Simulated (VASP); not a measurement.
# TaC2 (P-3m1) in VASP: notebook, part 2 of 2

VASP 6.6.1. Earlier steps stand in the parts before.

## Step 5: Single point, PBE

The COD entry that gives the cell may itself be a prediction, so a difference from it is no test against experiment.

This run uses another cell than the first one, of 16.74 Å³/atom, 1.290 times its volume.

Input file INCAR:

```
  ALGO = Normal
  EDIFF = 1E-6
  ENCUT = 520
  GGA = PE
  ISIF = 2
  ISMEAR = 0
  LASPH = True
  LCHARG = False
  LREAL = False
  LWAVE = False
  NBANDS = 16
  NELM = 100
  PREC = Accurate
  SIGMA = 0.1
```

Input file KPOINTS:

```
k-points
0
Gamma
  18 18 8
```

Input file POSCAR:

```
TaC2
1.0
    3.2308912309      0.0000000000      0.0000000000
   -1.6154456155      2.7980338828      0.0000000000
    0.0000000000      0.0000000000      5.5561551169
Ta C
1 2
Direct
    0.0000000000      0.0000000000      0.0000000000
    0.3333333333      0.6666666667      0.1919259674
    0.6666666667      0.3333333333      0.8080740326
```

Potentials or basis: VASP PAW PBE potentials, release 64 (Ta_pv, C).

Launch:

```sh
cat potpaw_PBE.64/Ta_pv/POTCAR potpaw_PBE.64/C/POTCAR > POTCAR
mpirun -np 1 vasp_std > vasp.out
```

OUTCAR:

```text
EDIFF = 1E-6
   ENCUT = 520
   GGA = PE
   ISIF = 2
   ISMEAR = 0
   LASPH = True
   LREAL = False
   NELM = 100
   PREC = Accurate

 ion  position               nearest neighbor table
   1  0.000  0.000  0.000-   2 2.15   3 2.15   3 2.15   2 2.15   3 2.15   2 2.15
   2  0.333  0.667  0.192-   1 2.15   1 2.15   1 2.15
   3  0.667  0.333  0.808-   1 2.15   1 2.15   1 2.15

  LATTYP: Found a hexagonal cell.
[... 650 lines left out ...]
------------------------ aborting loop because EDIFF is reached ----------------------------------------

  FORCE on cell =-STRESS in cart. coord.  units (eV):
  Direction    XX          YY          ZZ          XY          YZ          ZX
  --------------------------------------------------------------------------------------
  -------------------------------------------------------------------------------------
  Total        0.1364153      0.1364153      0.0964569     -0.0000000      0.0000000     -0.0000000
  in kB        4.3513505      4.3513505      3.0767637     -0.0000000      0.0000000     -0.0000000
  external PRESSURE =       3.9264882 kB  Pullay stress =       0.0000000 kB

 VOLUME and BASIS-vectors are now :
 -----------------------------------------------------------------------------
  energy-cutoff  :      520.00
  volume of cell :       50.23
      direct lattice vectors                 reciprocal lattice vectors
     3.230891231  0.000000000  0.000000000     0.309512122  0.178696907  0.000000000
    -1.615445616  2.798033883  0.000000000     0.000000000  0.357393814  0.000000000
     0.000000000  0.000000000  5.556155117     0.000000000  0.000000000  0.179980576

 POSITION                                       TOTAL-FORCE (eV/Angst)
 -----------------------------------------------------------------------------------
      0.00000      0.00000      0.00000        -0.000000      0.000000      0.000000
     -0.00000      1.86536      1.06637         0.000000     -0.000000      0.041385
      1.61545      0.93268      4.48978        -0.000000      0.000000     -0.041385
 -----------------------------------------------------------------------------------
    total drift:                                0.000000      0.000000     -0.000000

  FREE ENERGIE OF THE ION-ELECTRON SYSTEM (eV)
  ---------------------------------------------------
  free  energy   TOTEN  =       -25.4088975295 eV

  energy  without entropy=      -25.3988684335  energy(sigma->0) =      -25.40388298
```

Wall time 52 s (1 thread of Intel Xeon 6975P-C (Granite Rapids), shared host); peak memory 0.32 GiB.

Results:

```yaml
Free_energy: -25.4089 eV
Pressure: 0.4 GPa
Largest_force: 0.041 eV/Å
```

Forces on the atoms (eV/Å):
```
Ta   0.000  0.000  0.000
C    0.000  0.000  0.041
C    0.000  0.000 -0.041
```

Levels at points of the mesh, in eV from the Fermi level:
```csv
k point,band 7,band 8,band 9,band 10,band 11,band 12,band 13,band 14
"(0.00, 0.00, 0.00)",-3.39,-3.39,1.29,1.90,1.90,2.39,2.39,4.98
"(0.50, 0.00, 0.00)",-2.24,-1.31,-1.24,0.46,0.50,3.34,4.35,4.49
"(0.00, 0.00, 0.50)",-3.39,-2.95,0.21,1.87,1.87,2.38,2.38,5.48
"(0.50, 0.00, 0.50)",-2.27,-1.56,-1.10,0.52,1.10,3.05,4.34,4.49
```

Caveat: spin-orbit coupling is left out, which moves the levels of the heavy elements.

## Step 6: Relaxation of cell and atoms, PBE

Input file INCAR:

```
PREC     = Accurate       # precision mode
ENCUT    = 600            # plane-wave cutoff, eV
EDIFF    = 1E-7           # SCF threshold, eV
ISMEAR   = 0              # smearing method
SIGMA    = 0.1            # smearing width, eV
LREAL    = False          # projectors in reciprocal space
LASPH    = True           # aspherical terms in the spheres
NELM     = 120            # most SCF steps
ALGO     = Normal         # electronic algorithm
ISIF     = 3              # what is computed and relaxed
LWAVE    = False          # write WAVECAR
LCHARG   = False          # write CHGCAR
GGA      = PE             # functional
IBRION   = 2              # ionic algorithm
NSW      = 90             # ionic steps
EDIFFG   = -0.04          # ionic threshold
GGA_COMPAT= False        
NELMIN   = 4
```

Input file KPOINTS:

```
regular mesh
0
Gamma
  6 6 4
```

Input file POSCAR:

```
TaC2
1.0
    2.9805074300      0.0000000000      0.0000000000
   -1.4902537100      2.5811951500      0.0000000000
    0.0000000000      0.0000000000      5.0607912500
Ta C
1 2
Direct
    0.0000000000      0.0000000000      0.0000000000
    0.3333333300      0.6666666700      0.2552000000
    0.6666666700      0.3333333300      0.7448000000
```

Potentials or basis: VASP PAW PBE potentials, release 64 (Ta_sv_GW, C).

Launch:

```sh
cat potpaw_PBE.64/Ta_sv_GW/POTCAR potpaw_PBE.64/C/POTCAR > POTCAR
mpirun -np 1 vasp_std > vasp.out
```

OUTCAR:

```text
PREC = Accurate
   ENCUT = 600
   EDIFF = 1E-7
   ISMEAR = 0
   LREAL = False
   LASPH = True
   NELM = 120
   ISIF = 3
   GGA = PE
   IBRION = 2
   NSW = 90
   EDIFFG = -0.04
   NELMIN = 4

 ion  position               nearest neighbor table
   1  0.000  0.000  0.000-   2 2.15   3 2.15   2 2.15   3 2.15   3 2.15   2 2.15
   2  0.333  0.667  0.255-   1 2.15   1 2.15   1 2.15
   3  0.667  0.333  0.745-   1 2.15   1 2.15   1 2.15

  LATTYP: Found a hexagonal cell.
 ALAT       =     2.9805074300
 C/A-ratio  =     1.6979629707

  Lattice vectors:

 A1 = (   2.9805074300,   0.0000000000,   0.0000000000)
 A2 = (  -1.4902537100,   2.5811951500,   0.0000000000)
 A3 = (   0.0000000000,   0.0000000000,   5.0607912500)

Analysis of symmetry for initial positions (statically):
=====================================================================
 Subroutine PRICEL returns:
 Original cell was already a primitive cell.

 Routine SETGRP: Setting up the symmetry group for a
 hexagonal supercell.

 Subroutine GETGRP returns: Found 12 space group operations
 (whereof 12 operations were pure point group operations)
 out of a pool of 24 trial point group operations.

The static configuration has the point symmetry D_3d.

Analysis of symmetry for dynamics (positions and initial velocities):
=====================================================================
 Subroutine PRICEL returns:
 Original cell was already a primitive cell.

 Routine SETGRP: Setting up the symmetry group for a
 hexagonal supercell.

 Subroutine GETGRP returns: Found 12 space group operations
 (whereof 12 operations were pure point group operations)
 out of a pool of 24 trial point group operations.

The dynamic configuration has the point symmetry D_3d.

 Subroutine INISYM returns: Found 12 space group operations
 (whereof 12 operations are pure point group operations),
 and found     1 'primitive' translations

----------------------------------------------------------------------------------------

                                     Primitive cell

  volume of cell :      38.9340

[... 145 lines left out ...]
  -------------------------------------------------------------------------------------
  Total        5.0719621      5.0719621     -2.6896291      0.0000000      0.0000000      0.0000000
  in kB      208.7166564    208.7166563   -110.6811109      0.0000004      0.0000000      0.0000000
  external PRESSURE =     102.2507340 kB  Pullay stress =       0.0000000 kB
[... 92 lines left out ...]
  FREE ENERGIE OF THE ION-ELECTRON SYSTEM (eV)
  ---------------------------------------------------
  free  energy   TOTEN  =       -27.7601698501 eV

  energy  without entropy=      -27.7521360430  energy(sigma->0) =      -27.75615295

 E-fermi :   3.3918     XC(G=0): -10.0048

 val. band max:        3.2859376213   @ k =   0.3333   0.3333   0.2500
 cond. band min:       3.4304254251   @ k =   0.3333   0.3333   0.5000
 fundamental gap:      0.1444878038
 Fermi energy:         3.3917878276

 k-point     1 :       0.0000    0.0000    0.0000
  band No.  band energies     occupation
      1     -63.7668      2.00000
      2     -30.2561      2.00000
      3     -30.1366      2.00000
      4     -30.1366      2.00000
      5      -8.6170      2.00000
      6      -4.4152      2.00000
      7      -0.3480      2.00000
      8       0.1267      2.00000
      9       0.1267      2.00000
     10       4.9126      0.00000
     11       5.4068      0.00000
     12       5.4068      0.00000
     13       5.9223      0.00000
     14       5.9223      0.00000
[... 377 lines left out ...]
      1     -63.7388      2.00000
      2     -30.4816      2.00000
      3     -30.4816      2.00000
      4     -30.1658      2.00000
      5      -5.5542      2.00000
      6      -5.5542      2.00000
      7       0.2226      2.00000
      8       0.2226      2.00000
      9       0.8369      2.00000
     10       3.4304      0.58478
     11       3.4304      0.58478
     12       3.6895      0.00003
     13       6.3505      0.00000
     14       8.6093      0.00000

[... ionic steps 4 to 30 ...]

--------------------------------------- Ionic step       31  -------------------------------------------

 number of electron      21.0000003 magnetization

------------------------ aborting loop because EDIFF is reached ----------------------------------------
[... 69 lines left out ...]
--------------------------------------- Ionic step       33  -------------------------------------------

 number of electron      21.0000000 magnetization

 Free energy of the ion-electron system (eV)
  ---------------------------------------------------
  ext. energy  EPLUGINS =         0.00000000
  ---------------------------------------------------
  free energy    TOTEN  =       -27.94209598 eV

  energy without entropy =      -27.93786190  energy(sigma->0) =      -27.93997894

 E-fermi :   3.2502     XC(G=0):  -9.9128

 val. band max:        3.1488736367   @ k =   0.3333   0.3333   0.2500
 cond. band min:       3.2803778732   @ k =   0.3333   0.3333   0.5000
 fundamental gap:      0.1315042365
 Fermi energy:         3.2501751632

 k-point     1 :       0.0000    0.0000    0.0000
  band No.  band energies     occupation
      1     -63.9199      2.00000
      2     -30.4057      2.00000
      3     -30.2878      2.00000
      4     -30.2878      2.00000
      5      -8.7196      2.00000
      6      -4.5741      2.00000
      7      -0.4348      2.00000
      8       0.0178      2.00000
      9       0.0178      2.00000
     10       4.7356      0.00000
     11       5.2602      0.00000
     12       5.2602      0.00000
     13       5.7754      0.00000
     14       5.7754      0.00000
[... 419 lines left out ...]
  FREE ENERGIE OF THE ION-ELECTRON SYSTEM (eV)
  ---------------------------------------------------
  free  energy   TOTEN  =       -27.9420959802 eV

  energy  without entropy=      -27.9378618972  energy(sigma->0) =      -27.93997894

 reached required accuracy - stopping structural energy minimisation
```

OSZICAR:

```text
N       E                     dE             d eps       ncg     rms          rms(c)
DAV:   1     0.148908026031E+03    0.14891E+03   -0.12481E+04   672   0.158E+03
DAV:   2    -0.220632987086E+02   -0.17097E+03   -0.16819E+03   926   0.341E+02
DAV:   3    -0.300606506410E+02   -0.79974E+01   -0.79332E+01   878   0.817E+01
DAV:   4    -0.301590383014E+02   -0.98388E-01   -0.98326E-01   812   0.981E+00
[... 451 lines left out ...]
DAV:   8    -0.279421011585E+02   -0.27858E-05   -0.12684E-05  1020   0.280E-02    0.322E-01
DAV:   9    -0.279420975195E+02    0.36390E-05   -0.45673E-06   896   0.136E-02    0.230E-01
DAV:  10    -0.279420973771E+02    0.14242E-06   -0.28237E-07   588   0.407E-03    0.170E-01
DAV:  11    -0.279420960406E+02    0.13364E-05   -0.48323E-06   768   0.118E-02    0.762E-02
DAV:  12    -0.279420959802E+02    0.60480E-07   -0.56365E-07   832   0.473E-03
  33 F= -.27942096E+02 E0= -.27939979E+02  d E =-.695581E-03
```

Run time: 8.8 min. Hardware: 1 thread of AMD EPYC 7R43 (Zen 3), shared host; peak memory 0.15 GiB.

What came out:

| Property | Result |
| --- | --- |
| Free energy | -27.9421 eV |
| Relaxed volume | 16.20 Å³/atom |
| Relaxed cell | a = 3.220 Å, b = 3.220 Å, c = 5.415 Å, α = 90.00°, β = 90.00°, γ = 120.00° |
| Space group after relaxing (to 0.05 Å) | P-3m1 (No. 164) |
| Energy gained by relaxing | 208.3 meV/atom |
| Ionic steps | 33 |
| Pressure after relaxing | 0.0 GPa |
| Largest force after relaxing | 0.013 eV/Å |

Forces on the atoms (eV/Å):
```
Ta   0.000  0.000  0.000
C    0.000  0.000 -0.013
C    0.000  0.000  0.013
```

Stress tensor (GPa, compression positive):
```
 0.05  0.00  0.00
 0.00  0.05  0.00
 0.00  0.00 -0.15
```

Step by step:
| step | energy change (eV) | largest force (eV/Å) | pressure (GPa) | volume (Å³) |
| --- | --- | --- | --- | --- |
| 1 | 0.0000 | 1.0567 | 10.23 | 38.93 |
| 2 | -0.4380 | 1.4211 | -10.15 | 43.57 |
| 3 | -0.4428 | 1.3968 | -8.12 | 42.99 |
| 4 | -0.5416 | 0.5868 | 6.77 | 40.64 |
| 5 | -0.5775 | 0.1170 | 0.91 | 41.48 |
| 6 | -0.5775 | 0.0903 | 1.12 | 41.45 |
| 7 | -0.5803 | 0.1136 | 0.01 | 41.86 |
| 8 | -0.5806 | 0.1247 | -0.40 | 42.03 |
| 9 | -0.5831 | 0.0548 | 0.19 | 42.16 |
| 10 | -0.5859 | 0.0807 | 1.36 | 42.42 |
| 11 | -0.5862 | 0.1487 | 1.93 | 42.54 |
| 12 | -0.5870 | 0.1514 | 1.89 | 42.63 |
| 13 | -0.5893 | 0.1611 | 1.81 | 42.91 |
| 14 | -0.5933 | 0.1911 | 1.64 | 43.46 |
| 15 | -0.5974 | 0.2787 | 1.39 | 44.56 |
| 16 | -0.6023 | 0.1824 | 0.47 | 44.88 |
| 17 | -0.6069 | 0.1060 | -2.14 | 45.83 |
| 18 | -0.6099 | 0.1289 | -2.06 | 45.93 |
| 19 | -0.6158 | 0.2038 | -1.80 | 46.22 |
| 20 | -0.6120 | 0.3708 | -1.22 | 46.76 |
| 21 | -0.6169 | 0.2505 | -1.64 | 46.39 |
| 22 | -0.6199 | 0.1194 | -0.31 | 46.10 |
| 23 | -0.6201 | 0.0657 | 0.25 | 45.98 |
| 24 | -0.6203 | 0.0594 | 0.21 | 46.01 |
| 25 | -0.6207 | 0.0407 | 0.16 | 46.11 |
| 26 | -0.6211 | 0.0038 | 0.05 | 46.30 |
| 27 | -0.6214 | 0.0011 | 0.09 | 46.37 |
| 28 | -0.6222 | 0.0082 | 0.18 | 46.59 |
| 29 | -0.6234 | 0.0275 | 0.40 | 47.03 |
| 30 | -0.6241 | 0.0730 | 0.88 | 47.90 |
| 31 | -0.6242 | 0.0642 | 0.78 | 47.97 |
| 32 | -0.6246 | 0.0384 | 0.49 | 48.18 |
| 33 | -0.6248 | 0.0129 | -0.01 | 48.60 |

Final structure:
```cif
data_structure
_symmetry_space_group_name_H-M 'P 1'
_symmetry_Int_Tables_number 1
_cell_length_a 3.2195
_cell_length_b 3.2195
_cell_length_c 5.4146
_cell_angle_alpha 90.000
_cell_angle_beta 90.000
_cell_angle_gamma 120.000
_cell_volume 48.60
loop_
_atom_site_label
_atom_site_type_symbol
_atom_site_fract_x
_atom_site_fract_y
_atom_site_fract_z
_atom_site_occupancy
Ta1 Ta 0.00000 0.00000 0.00000 1
C1 C 0.33333 0.66667 0.19919 1
C2 C 0.66667 0.33333 0.80081 1
```

Levels at points of the mesh, in eV from the Fermi level:
| k point | band 7 | band 8 | band 9 | band 10 | band 11 | band 12 | band 13 | band 14 |
| --- | --- | --- | --- | --- | --- | --- | --- | --- |
| (0.00, 0.00, 0.00) | -3.68 | -3.23 | -3.23 | 1.49 | 2.01 | 2.01 | 2.53 | 2.53 |
| (0.50, 0.00, 0.00) | -4.59 | -2.11 | -1.27 | -1.09 | 0.51 | 0.59 | 3.43 | 4.52 |
| (0.00, 0.00, 0.50) | -3.22 | -3.22 | -2.80 | 0.23 | 1.97 | 1.97 | 2.51 | 2.51 |
| (0.50, 0.00, 0.50) | -4.71 | -2.15 | -1.51 | -1.00 | 0.68 | 1.25 | 3.09 | 4.52 |

Caveat: the k points lie up to 0.38 Å⁻¹ apart in the final cell; the volume moved by over 15 % at a fixed basis, so the end points are rough; spin-orbit coupling is left out, which moves the levels of the heavy elements.

## Step 7: The runs side by side

```csv
task,potentials or basis,cell,k mesh,cutoff (eV),second run,gap on the mesh (eV),pressure (GPa),relaxed volume (Å³/atom),largest force (eV/Å)
single point,"VASP PAW PBE potentials, release 64 (Ta_pv, C)","a = 2.981, b = 2.981, c = 5.061 Å, angles 90.0, 90.0, 120.0°, 3 atoms",6 × 6 × 4,520,-,none,10.7,-,1.03
single point,"VASP PAW PBE potentials, release 64 (Ta_pv, C)","a = 3.224, b = 3.224, c = 5.471 Å, angles 90.0, 90.0, 120.0°, 3 atoms",6 × 6 × 4,520,-,none,0.5,-,0.06
relaxation of cell and atoms,"VASP PAW PBE potentials, release 64 (Ta_pv, C)","relaxed from a = 2.981, b = 2.981, c = 5.061 Å, angles 90.0, 90.0, 120.0°, 3 atoms",6 × 6 × 4,600,-,none,-0.1,17.03,-
single point,"VASP PAW PBE potentials, release 64 (Ta_pv, C)","a = 3.231, b = 3.231, c = 5.556 Å, angles 90.0, 90.0, 120.0°, 3 atoms",18 × 18 × 8,520,-,none,0.4,-,0.04
relaxation of cell and atoms,"VASP PAW PBE potentials, release 64 (Ta_sv_GW, C)","relaxed from a = 2.981, b = 2.981, c = 5.061 Å, angles 90.0, 90.0, 120.0°, 3 atoms",6 × 6 × 4,600,valence_matched,none,0.0,16.20,0.01
```

Alike in all rows: level PBE; no spin polarisation; smearing gaussian 0.1 eV.

Caveats: some runs use coarse meshes; spin-orbit coupling is left out, which moves the levels of the heavy elements; the volume moved by over 15 % at a fixed basis, so the end points are rough (some runs); forces of over 1 eV/Å act on the atoms, so gaps and moduli don't describe the material at rest (some runs).

Total energies depend on the potentials used, so only differences within one code and one set of settings carry meaning.
